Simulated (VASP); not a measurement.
A run of VASP 6.6.1 is set up as follows.

Contents of POSCAR:

```
Si
1.0
   -2.3687056642      2.3687056642      1.3044012183
    2.3687056642     -2.3687056642      1.3044012183
    2.3687056642      2.3687056642     -1.3044012183
Si
2
Direct
    0.2500000000      0.7500000000      0.5000000000
    0.5000000000      0.5000000000      0.0000000000
```

File INCAR.step1:

```
PREC = Accurate
ENCUT = 520
ISMEAR = 0
SIGMA = 0.05
LREAL = False
LASPH = True
NELM = 60
NBANDS = 11
GGA = PE
ALGO = Normal
EDIFF = 1E-4
LWAVE = True
LCHARG = False
```

INCAR.step2

```
PREC = Accurate
ENCUT = 520
EDIFF = 1E-6
ISMEAR = 0
SIGMA = 0.05
LREAL = False
LASPH = True
NELM = 60
ALGO = Normal
ISIF = 2
LWAVE = False
LCHARG = False
METAGGA = R2SCAN
LMIXTAU = True
NBANDS = 11
ISTART = 1
```

KPOINTS

```
Automatic mesh
0
Gamma
  20 20 20
```

Potentials or basis: VASP PAW PBE potentials, release 64 (Si).

Command:

```bash
$ cat potpaw_PBE.64/Si/POTCAR > POTCAR
$ cp INCAR.step1 INCAR
$ mpirun -np 1 vasp_std > vasp.out
$ cp INCAR.step2 INCAR
$ mpirun -np 1 vasp_std > vasp.out
```

Problem. Predict the pressure.

Solution. 4.8 GPa.

Problem. Predict the band gap on the k mesh.

Solution. Zero (bands 4 and 5 overlap by 7.13 eV).

Stress tensor (GPa, compression positive):
```
4.73 0.00 0.00
0.00 4.73 0.00
0.00 0.00 4.96
```

Caveat: the cell stands under pressure; the PAW data sets were made with another functional, which shifts forces and pressure a little.
